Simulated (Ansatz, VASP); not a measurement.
Given: the input of a run of Ansatz 0.2.0 on Te.

The input input.yaml:

```yaml
crystal:
  lattice:
    - [2.3211756774, 1.3401314022, 1.7021523992]
    - [-2.3211756774, 1.3401314022, 1.7021523992]
    - [0.0, -2.6802628044, 1.7021523992]
  atoms:
    - { symbol: Te, position: [0.5, 0.5, 0.5] }
hamiltonian:
  xc: lda
  pseudopotentials: { kind: paw }
kpoints:
  mp_grid: { grid: [9, 9, 9] }
scf:
  occupations: { method: fermi_dirac, width: 0.05 }
output:
  forces: true
  stress: true
  eigenvalues: true
```

Potentials or basis: Ansatz PAW.

The run is started by

```bash
$ ansatz run input.yaml --threads 2 --pin off --max-ram 5632MiB --backend cpu --events-out ev --progress --plain --runs-dir out
```

Task: Translate it to VASP 6.6.1. Potentials there: VASP PAW LDA potentials, release 64 (Te).

Result: As run (the cutoff follows the program's own potentials):

Contents of INCAR:

```
SYSTEM = Te
ALGO = Normal
EDIFF = 1E-6
ENCUT = 520
GGA = CA
ISIF = 2
ISMEAR = -1
LASPH = .TRUE.
LCHARG = .FALSE.
LREAL = .FALSE.
LWAVE = .FALSE.
NBANDS = 9
NELM = 80
PREC = Accurate
SIGMA = 0.05
```

The input KPOINTS:

```
k-points
0
G
  9 9 9
  0 0 0
```

The input POSCAR:

```
Te
1.0
    2.3211756774      1.3401314022      1.7021523992
   -2.3211756774      1.3401314022      1.7021523992
    0.0000000000     -2.6802628044      1.7021523992
Te
1
Direct
    0.5000000000      0.5000000000      0.5000000000
```

Potentials or basis: VASP PAW LDA potentials, release 64 (Te).

Launch:

```console
$ cat potpaw_LDA.64/Te/POTCAR > POTCAR
$ mpirun -np 1 vasp_std > vasp.out
```

Both were run:

|  | VASP | Ansatz | Ansatz less VASP |
| --- | --- | --- | --- |
| gap on the k mesh at the Fermi level (eV) | none | none | - |
| pressure (GPa) | -2.1 | -2.1 | -0.06 |
| traceless stress, the component that is largest in VASP (GPa) | 0.42 | 0.45 | +0.033 |

LDA's correlation is that of Perdew and Zunger in VASP and of Perdew and Wang (1992) in Ansatz. A gap of «none» marks a metal or a gap that the smearing closes. VASP's potentials hold 6 valence electrons a cell and Ansatz's 16, so a difference there can come from the potentials and not from the codes.

Neither program's run includes spin-orbit coupling.
